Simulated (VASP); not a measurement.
# Ge (P6_3/mmc) in VASP: single point with LDA

Aim: the single point of Ge with LDA.

All numbers are computed with VASP 6.6.1; they aren't measurements. Logs are shortened: lines on timing, memory, paths and dates and some standing lists are left out, and cuts for length are marked.

### Step 1. The cell of the first run

Symmetry: P6_3/mmc, No. 194, hexagonal system. The conventional cell has a = 2.888 Å, b = 2.888 Å, c = 4.889 Å, α = 90.00°, β = 90.00°, γ = 120.00°. Ge (site symmetry -6m2) has 12 Ge at 2.89 to 2.96 Å within 3.8 Å.

This isn't the form of Ge at room conditions, which is diamond.

### Step 2. Single point, LDA

Contents of INCAR:

```
ALGO     = Normal         # electronic algorithm
EDIFF    = 1E-6           # SCF threshold, eV
ENCUT    = 520            # plane-wave cutoff, eV
ISIF     = 2              # what is computed and relaxed
ISMEAR   = -1             # smearing method
LASPH    = T              # aspherical terms in the spheres
LCHARG   = F              # write CHGCAR
LREAL    = F              # projectors in reciprocal space
LWAVE    = F              # write WAVECAR
NBANDS   = 21             # bands
NELM     = 80             # most SCF steps
PREC     = Accurate       # precision mode
SIGMA    = 0.08           # smearing width, eV
```

Contents of KPOINTS:

```
k-points
0
Gamma
  15 15 8
```

Contents of POSCAR:

```
Ge
1.0
    2.8879525246      0.0000000000      0.0000000000
   -1.4439762623      2.5010402512      0.0000000000
    0.0000000000      0.0000000000      4.8889479062
Ge
2
Direct
    0.3333333333      0.6666666667      0.2500000000
    0.6666666667      0.3333333333      0.7500000000
```

Potentials or basis: VASP PAW LDA potentials, release 64 (Ge_d).

The run is started by

```sh
$ cat potpaw_LDA.64/Ge_d/POTCAR > POTCAR
$ mpirun -np 1 vasp_std > vasp.out
```

OUTCAR:

```text
EDIFF = 1E-6
   ENCUT = 520
   ISIF = 2
   ISMEAR = -1
   LASPH = T
   LREAL = F
   NELM = 80
   PREC = Accurate

 ion  position               nearest neighbor table
   1  0.333  0.667  0.250-
   2  0.667  0.333  0.750-

  LATTYP: Found a hexagonal cell.
 ALAT       =     2.8879525246
 C/A-ratio  =     1.6928768269

  Lattice vectors:

 A1 = (   2.8879525246,   0.0000000000,   0.0000000000)
 A2 = (  -1.4439762623,   2.5010402512,   0.0000000000)
 A3 = (   0.0000000000,   0.0000000000,   4.8889479062)

Analysis of symmetry for initial positions (statically):
=====================================================================
 Subroutine PRICEL returns:
 Original cell was already a primitive cell.

 Routine SETGRP: Setting up the symmetry group for a
 hexagonal supercell.

 Subroutine GETGRP returns: Found 24 space group operations
 (whereof 12 operations were pure point group operations)
 out of a pool of 24 trial point group operations.

The static configuration has the point symmetry D_3d.
 The point group associated with its full space group is D_6h.

Analysis of symmetry for dynamics (positions and initial velocities):
=====================================================================
 Subroutine PRICEL returns:
 Original cell was already a primitive cell.

 Routine SETGRP: Setting up the symmetry group for a
 hexagonal supercell.

 Subroutine GETGRP returns: Found 24 space group operations
 (whereof 12 operations were pure point group operations)
 out of a pool of 24 trial point group operations.

The dynamic configuration has the point symmetry D_3d.
 The point group associated with its full space group is D_6h.

 Subroutine INISYM returns: Found 24 space group operations
 (whereof 12 operations are pure point group operations),
 and found     1 'primitive' translations

----------------------------------------------------------------------------------------

                                     Primitive cell

  volume of cell :      35.3123

  direct lattice vectors                    reciprocal lattice vectors
     2.887952525  0.000000000  0.000000000     0.346266080  0.199916815  0.000000000
    -1.443976262  2.501040251  0.000000000     0.000000000  0.399833629  0.000000000
     0.000000000  0.000000000  4.888947906     0.000000000  0.000000000  0.204542985

  length of vectors
     2.887952525  2.887952525  4.888947906     0.399833629  0.399833629  0.204542985

  position of ions in fractional coordinates (direct lattice)
     0.333333333  0.666666667  0.250000000
     0.666666667  0.333333333  0.750000000

  ion indices of the primitive-cell ions
   primitive index   ion index
                 1           1
                 2           2

----------------------------------------------------------------------------------------

 KPOINTS: k-points

Automatic generation of k-mesh.
 Grid dimensions read from file:
 generate k-points for:   15   15    8

 Generating k-lattice:

  Cartesian coordinates                     Fractional coordinates (reciprocal lattice)
     0.023084405  0.013327788  0.000000000     0.066666667 -0.000000000  0.000000000
     0.000000000  0.026655575  0.000000000     0.000000000  0.066666667  0.000000000
     0.000000000  0.000000000  0.025567873     0.000000000  0.000000000  0.125000000

  Length of vectors
     0.026655575  0.026655575  0.025567873

  Shift w.r.t. Gamma in fractional coordinates (k-lattice)
     0.000000000  0.000000000  0.000000000

 Subroutine IBZKPT returns following result:
 ===========================================

 Found    135 irreducible k-points:

 Following reciprocal coordinates:
            Coordinates               Weight
  0.000000  0.000000  0.000000      1.000000
  0.066667  0.000000  0.000000      6.000000
  0.133333  0.000000  0.000000      6.000000
  0.200000  0.000000  0.000000      6.000000
  0.266667  0.000000  0.000000      6.000000
  0.333333  0.000000  0.000000      6.000000
[... 16 lines left out ...]
  0.333333  0.200000  0.000000     12.000000
  0.400000  0.200000  0.000000      6.000000
 [... further k-points ...]
   k-points           NKPTS =    135   k-points in BZ     NKDIM =    135   number of bands    NBANDS=     21
   number of dos      NEDOS =    301   number of ions     NIONS =      2
   total plane-waves  NPLWV =  20736
   dimension x,y,z NGX =    24 NGY =   24 NGZ =   36
   dimension x,y,z NGXF=    48 NGYF=   48 NGZF=   72
   ions per type =               2
   NGX,Y,Z   is equivalent  to a cutoff of  13.82, 13.82, 12.24 a.u.
   NGXF,Y,Z  is equivalent  to a cutoff of  27.63, 27.63, 24.48 a.u.
 SYSTEM =  unknown system
   PREC   = accura    normal or accurate (medium, high low for compatibility)
   ISTART =      0    job   : 0-new  1-cont  2-samecut
   ICHARG =      2    charge: 1-file 2-atom 10-const
   ISPIN  =      1    spin polarized calculation?
   LNONCOLLINEAR =      F non collinear calculations
   LSORBIT =      F    spin-orbit coupling
   LASPH  =      T    aspherical Exc in radial PAW
   ENCUT  =  520.0 eV  38.22 Ry    6.18 a.u.   5.37  5.37  9.09*2*pi/ulx,y,z
   NELM   =     80;   NELMIN=  2; NELMDL= -5     # of ELM steps
   EDIFF  = 0.1E-05   stopping-criterion for ELM
   LREAL  =      F    real-space projection
[... 7 lines left out ...]
   TEBEG  =    0.0;   TEEND  =   0.0 temperature during run
   PSTRESS=    0.0 pullay stress
   NELECT =      28.0000    total number of electrons
   NUPDOWN=      -1.0000    fix difference up-down
   EMIN   =  10.00;   EMAX   =-10.00  energy-range for DOS
   EFERMI =   0.00;   METHOD = LEGACY
   ISMEAR =    -1;   SIGMA  =   0.08  broadening in eV -4-tet -1-fermi 0-gaus
   EFERMI_NEDOS =   21; number of points for ismear=-14 and -15
   IALGO  =     38    algorithm
   IMIX   =      4    mixing-type and parameters
     AMIX     =   0.40;   BMIX     =  1.00
     AMIX_MAG =   1.60;   BMIX_MAG =  1.00
  volume/ion in A,a.u.               =      17.66       119.15
  Fermi-wavevector in a.u.,A,eV,Ry     =   1.515254  2.863415 31.238907  2.295995
  Thomas-Fermi vector in A             =   2.624802
   LORBIT       =      0    0 simple, 1 ext, 2 COOP (PROOUT), +10 PAW based schemes
   GGA     = CA    functional components
   LHFCALC =     F    Hartree Fock is set to
   AEXX    =    0.0000 exact exchange contribution
   IVDW    =     0    specifies the selected vdW correction
   LEPSILON=     F    determine dielectric tensor
   LRPA    =     F    only Hartree local field effects (RPA)
 non-spin polarized calculation
  energy-cutoff  :      520.00
  volume of cell :       35.31
 maximum number of plane-waves:       972
 NGX is ok and might be reduce to    24
   NGX = 11   NGY = 11   NGZ = 19

 number of electron      27.9999989 magnetization

 Free energy of the ion-electron system (eV)
  ---------------------------------------------------
  ext. energy  EPLUGINS =         0.00000000
  ---------------------------------------------------
  free energy    TOTEN  =        -9.78742858 eV

  energy without entropy =       -9.76901171  energy(sigma->0) =       -9.77822014

 E-fermi :   7.2086     XC(G=0): -11.9167

 val. band max:        7.1987039661   @ k =   0.3333   0.2000   0.5000
 cond. band min:       7.2222232520   @ k =   0.3333   0.2667   0.2500
 fundamental gap:      0.0235192859
 Fermi energy:         7.2085890046

 k-point     1 :       0.0000    0.0000    0.0000
  band No.  band energies     occupation
      1     -17.5946      2.00000
      2     -17.5931      2.00000
      3     -17.5826      2.00000
      4     -17.5826      2.00000
      5     -17.5746      2.00000
      6     -17.5746      2.00000
[... 13 lines left out ...]
     20      20.4581      0.00000
     21      22.1695      0.00000

 k-point     2 :       0.0667    0.0000    0.0000
  band No.  band energies     occupation
      1     -17.5956      2.00000
      2     -17.5913      2.00000
      3     -17.5802      2.00000
      4     -17.5774      2.00000
      5     -17.5732      2.00000
      6     -17.5696      2.00000
[... 13 lines left out ...]
     20      20.8105      0.00000
     21      21.5075      0.00000

 k-point     3 :       0.1333    0.0000    0.0000
  band No.  band energies     occupation
      1     -17.6035      2.00000
      2     -17.5838      2.00000
      3     -17.5782      2.00000
      4     -17.5629      2.00000
      5     -17.5621      2.00000
      6     -17.5556      2.00000
[... 13 lines left out ...]
     20      21.0982      0.00000
     21      21.6183      0.00000

 k-point     4 :       0.2000    0.0000    0.0000
  band No.  band energies     occupation
      1     -17.6153      2.00000
      2     -17.5832      2.00000
      3     -17.5690      2.00000
      4     -17.5565      2.00000
      5     -17.5480      2.00000
      6     -17.5419      2.00000
[... 13 lines left out ...]
     20      19.6889      0.00000
     21      21.6283      0.00000

 k-point     5 :       0.2667    0.0000    0.0000
  band No.  band energies     occupation
      1     -17.6283      2.00000
      2     -17.5885      2.00000
      3     -17.5708      2.00000
      4     -17.5550      2.00000
      5     -17.5534      2.00000
      6     -17.5189      2.00000
[... 13 lines left out ...]
     20      19.1178      0.00000
     21      21.1416      0.00000
[... 382 lines left out ...]
     20      20.7744      0.00000
     21      21.4191      0.00000

 k-point    22 :       0.2667    0.2000    0.0000
  band No.  band energies     occupation
      1     -17.6012      2.00000
      2     -17.5985      2.00000
      3     -17.5775      2.00000
      4     -17.5660      2.00000
      5     -17.5394      2.00000
      6     -17.5288      2.00000
[... 13 lines left out ...]
     20      20.7433      0.00000
     21      22.3141      0.00000

 k-point    23 :       0.3333    0.2000    0.0000
  band No.  band energies     occupation
      1     -17.6070      2.00000
      2     -17.6058      2.00000
      3     -17.5662      2.00000
      4     -17.5642      2.00000
      5     -17.5366      2.00000
      6     -17.5313      2.00000
[... 13 lines left out ...]
     20      20.5056      0.00000
     21      23.3425      0.00000

 k-point    24 :       0.4000    0.2000    0.0000
  band No.  band energies     occupation
      1     -17.6100      2.00000
      2     -17.6075      2.00000
      3     -17.5630      2.00000
      4     -17.5627      2.00000
      5     -17.5401      2.00000
      6     -17.5240      2.00000
[... 13 lines left out ...]
     20      20.4197      0.00000
     21      23.9914      0.00000

 [... further k-points ...]

------------------------ aborting loop because EDIFF is reached ----------------------------------------

  FORCE on cell =-STRESS in cart. coord.  units (eV):
  Direction    XX          YY          ZZ          XY          YZ          ZX
  --------------------------------------------------------------------------------------
  -------------------------------------------------------------------------------------
  Total        0.3325323      0.3325323      0.3308292      0.0000000      0.0000000      0.0000000
  in kB       15.0875362     15.0875362     15.0102620      0.0000000      0.0000000      0.0000000
  external PRESSURE =      15.0617781 kB  Pullay stress =       0.0000000 kB

 VOLUME and BASIS-vectors are now :
 -----------------------------------------------------------------------------
  energy-cutoff  :      520.00
  volume of cell :       35.31
      direct lattice vectors                 reciprocal lattice vectors
     2.887952525  0.000000000  0.000000000     0.346266080  0.199916815  0.000000000
    -1.443976262  2.501040251  0.000000000     0.000000000  0.399833629  0.000000000
     0.000000000  0.000000000  4.888947906     0.000000000  0.000000000  0.204542985

 POSITION                                       TOTAL-FORCE (eV/Angst)
 -----------------------------------------------------------------------------------
     -0.00000      1.66736      1.22224        -0.000000     -0.000000      0.000000
      1.44398      0.83368      3.66671         0.000000      0.000000      0.000000
 -----------------------------------------------------------------------------------
    total drift:                               -0.000000      0.000000     -0.000000

  FREE ENERGIE OF THE ION-ELECTRON SYSTEM (eV)
  ---------------------------------------------------
  free  energy   TOTEN  =        -9.7874285836 eV

  energy  without entropy=       -9.7690117063  energy(sigma->0) =       -9.77822014
```

Wall time 74 s (1 thread of Intel Xeon 8259CL, shared host); peak memory 0.19 GiB.

What came out:

```
Free energy            : -9.7874 eV
Pressure               : 1.5 GPa
Band gap on the k mesh : zero (bands 14 and 15 overlap by 10.93 eV)
```
